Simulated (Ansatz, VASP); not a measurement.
# F in VASP and in Ansatz

```
CELL_PARAMETERS angstrom
2.94846 -1.69458 -0.22741
2.94846 1.69458 -0.22741
-2.21702 0.00000 6.78634
ATOMIC_POSITIONS crystal
F 0.08485 0.08485 0.10200
F 0.91515 0.91515 0.89800
F 0.50157 0.50157 0.59372
F 0.49843 0.49843 0.40628
```

Alike in both runs: task single point; functional PBEsol; k mesh 4 × 4 × 2; occupations gaussian, width 0.05 eV; no spin polarisation.

```csv
,VASP,Ansatz
version,VASP 6.6.1,Ansatz 0.2.0
potentials or method,"VASP PAW PBE potentials, release 64 (F), cutoff 520 eV","scalar-relativistic, plane waves, PAW"
valence electrons in the cell,28,28
```

VASP gave:

| Quantity | Value |
| --- | --- |
| gap on the k mesh at the Fermi level (eV) | 2.91 |
| least direct gap on the mesh (eV) | 3.03 |
| pressure (GPa) | 3.8 |
| traceless stress, the component that is largest in VASP (GPa) | 7.32 |
| rms of the force components (eV/Å) | 1.542 |

Q: Which values does Ansatz return?

A: gap on the k mesh at the Fermi level (eV): 2.98; least direct gap on the mesh (eV): 3.10; pressure (GPa): 3.3; traceless stress, the component that is largest in VASP (GPa): 5.37; rms of the force components (eV/Å): 1.294.

VASP's potentials were made for PBE, not for PBEsol. Atom by atom the forces differ by 0.307 eV/Å (rms over components).

The k mesh is coarse, so the values compare programs but aren't converged.
